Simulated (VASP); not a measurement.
Sn3Te, 4 atoms in the cell. The structure is cubic, space group Pm-3m (No. 221). The conventional cell has a = 4.766 Å, b = 4.766 Å, c = 4.766 Å, α = 90.00°, β = 90.00°, γ = 90.00°. Within 4.4 Å of Te (site symmetry m-3m) lie 12 Sn at 3.37 Å. Within 4.4 Å of Sn (site symmetry 4/mmm) lie 4 Te at 3.37 Å and 8 Sn at 3.37 Å. 

| Item | Value |
| --- | --- |
| Program | VASP 6.6.1 |
| Task | single point |
| Functional | PBEsol |
| Potentials or basis | VASP PAW PBE potentials, release 64 (Te, Sn_d) |
| Cutoff | 520 eV |
| k mesh | 6 × 6 × 6 |
| Occupations | fermi-dirac, width 0.05 eV |
| Spin | no spin polarisation |
| Dipole correction | no |
| Further INCAR settings | ALGO = Normal; EDIFF = 1e-07; NBANDS = 32 |

Potentials or basis: VASP PAW PBE potentials, release 64 (Te, Sn_d).

The run is started by

```console
$ cat potpaw_PBE.64/Te/POTCAR potpaw_PBE.64/Sn_d/POTCAR > POTCAR
$ mpirun -np 1 vasp_std > vasp.out
```

Hardware: 1 thread of Intel Xeon 8259CL, on a shared host.

Task: Estimate the wall time of this run.

Result: It took 92 s on 1 thread of Intel Xeon 8259CL, on a shared host, peak memory 0.23 GiB. Counts: scf iterations 13, k points 20.
